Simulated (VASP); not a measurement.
Set up this calculation in VASP 6.6.1, as the native input.

```
Task                               : single point
Functional                         : HSE06
Potentials or basis                : VASP PAW PBE potentials, release 64 (K_sv, I)
Cutoff                             : 520 eV
k mesh                             : 4 × 4 × 4
Occupations                        : gaussian, width 0.01 eV
Spin                               : no spin polarisation
Dipole correction                  : no
Grid for exact exchange (PRECFOCK) : Normal
Further INCAR settings             : ALGO = Normal; EDIFF = 1e-07; NBANDS = 15
Share of exact exchange            : 0.25
Screening parameter                : 0.2079 1/Å
```

The system is KI.

```
K I
1.0
     4.35631    0.00000    0.00000
     0.00000    4.29109    0.00000
     0.00000    0.00000    4.29109
K I
1 1
Direct
  0.00000 0.00000 0.00000
  0.50000 0.50000 0.50000
```

This cell differs from its parent crystal: uniaxial x strain +1.5%.

The input as run:

POSCAR

```
KI
1.0
    4.3563097475      0.0000000000      0.0000000000
    0.0000000000      4.2910852517      0.0000000000
    0.0000000000      0.0000000000      4.2910852517
K I
1 1
Direct
    0.0000000000      0.0000000000      0.0000000000
    0.5000000000      0.5000000000      0.5000000000
```

INCAR.step1

```
SYSTEM = KI
PREC     = Accurate       ! precision mode
ENCUT    = 520            ! plane-wave cutoff, eV
EDIFF    = 1E-5           ! SCF threshold, eV
ISMEAR   = 0              ! smearing method
SIGMA    = 0.01           ! smearing width, eV
LREAL    = .FALSE.        ! projectors in reciprocal space
LASPH    = .TRUE.         ! aspherical terms in the spheres
NELM     = 100            ! most SCF steps
ALGO     = Normal         ! electronic algorithm
ISIF     = 2              ! what is computed and relaxed
LWAVE    = .TRUE.         ! write WAVECAR
NBANDS   = 15             ! bands
GGA      = PE             ! functional
```

INCAR.step2

```
SYSTEM = KI
PREC     = Accurate       ! precision mode
ENCUT    = 520            ! plane-wave cutoff, eV
EDIFF    = 1E-7           ! SCF threshold, eV
ISMEAR   = 0              ! smearing method
SIGMA    = 0.01           ! smearing width, eV
LREAL    = .FALSE.        ! projectors in reciprocal space
LASPH    = .TRUE.         ! aspherical terms in the spheres
NELM     = 100            ! most SCF steps
ALGO     = Normal         ! electronic algorithm
ISIF     = 2              ! what is computed and relaxed
LWAVE    = .FALSE.        ! write WAVECAR
LCHARG   = .TRUE.         ! write CHGCAR
GGA      = PE             ! functional
LHFCALC  = .TRUE.         ! exact exchange
HFSCREEN = 0.2079         ! screening, 1/A
PRECFOCK = Normal       
LELF     = .TRUE.         ! ELF
LVHAR    = .TRUE.       
NBANDS   = 15             ! bands
ISTART   = 1
```

KPOINTS

```
Automatic mesh
0
G
  4 4 4
  0 0 0
```

Potentials or basis: VASP PAW PBE potentials, release 64 (K_sv, I).

Run with:

```bash
$ cat potpaw_PBE.64/K_sv/POTCAR potpaw_PBE.64/I/POTCAR > POTCAR
$ cp INCAR.step1 INCAR
$ mpirun -np 1 vasp_std > vasp.out
$ cp INCAR.step2 INCAR
$ mpirun -np 1 vasp_std > vasp.out
```

It gave:

The pressure is 0.1 GPa and the band gap on the k mesh is 4.23 eV (least direct gap 4.60 eV).

Caveat: the cell differs from its parent crystal (uniaxial x strain +1.5%); the PAW data sets were made with another functional, which shifts forces and pressure a little; spin-orbit coupling is left out, which moves the levels of the heavy elements.

Wall time 35 min on 1 thread of Intel Xeon 8259CL, on a shared host, peak memory 0.27 GiB.
